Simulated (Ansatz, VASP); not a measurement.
InP: VASP beside Ansatz

```
In P
1.0
     0.00000    2.76850    2.76850
     2.76850    0.00000    2.76850
     2.76850    2.76850    0.00000
In P
1 1
Direct
  0.00000 0.00000 0.00000
  0.50000 0.50000 0.50000
```

Alike in both runs: task relaxation of cell and atoms; functional PBE; k mesh 14 × 14 × 14; occupations gaussian, width 0.1 eV; no spin polarisation.

|  | VASP | Ansatz |
| --- | --- | --- |
| version | VASP 6.6.1 | Ansatz 0.2.0 |
| potentials or method | VASP PAW PBE potentials, release 64 (In_d, P), cutoff 600 eV | scalar-relativistic, plane waves, PAW |
| valence electrons in the cell | 18 | 18 |

```tsv
	VASP	Ansatz	Ansatz less VASP
gap on the k mesh at the Fermi level, each at its own relaxed structure (eV)	none	none	-
relaxed volume (Å³/atom)	21.26	21.26	-0.001
relaxed length of the cell vector where the two differ most in proportion (Å)	3.918	3.918	-0.0001
```

A gap of «none» marks a metal or a gap that the smearing closes.
